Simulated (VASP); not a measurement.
Runs of VASP 6.6.1 on W. The structure is that of space group Fm-3m (No. 225), or close to it. The cells are those of the table. This isn't the form of W at room conditions, which is bcc.

```tsv
task	cell	k mesh	cutoff (eV)	smearing	gap on the mesh (eV)	pressure (GPa)
single point	a = 2.855 Å, angles 90.0, 60.0, 120.0°, 1 atom	12 × 12 × 15	520	gaussian 0.1 eV	none	0.1
relaxation of cell and atoms	relaxed from a = 2.855 Å, angles 60.0°, 1 atom	20 × 20 × 20	600	fermi-dirac 0.15 eV	none	0.0
single point	a = 2.875 Å, angles 60.0°, 1 atom	20 × 20 × 20	520	fermi-dirac 0.15 eV	none	-4.9
single point	a = 2.856 Å, angles 60.0°, 1 atom	20 × 20 × 20	520	fermi-dirac 0.15 eV	none	(a)
single point	a = 2.837 Å, angles 60.0°, 1 atom	20 × 20 × 20	520	fermi-dirac 0.15 eV	none	6.5
```

Alike in all rows: level PBE; potentials or basis VASP PAW PBE potentials, release 64 (W_sv); no spin polarisation.

Question: Fill in the values left out.

Answer: (a) 0.4.

Caveats: spin-orbit coupling is left out, which moves the levels of the heavy elements; the cell stands under tension (at least some runs); the cell stands under pressure (at least some runs).

A k mesh can miss the band edges, and the runs leave out spin-orbit coupling on W.

A gap of «none» marks levels without a gap at the run's occupations.
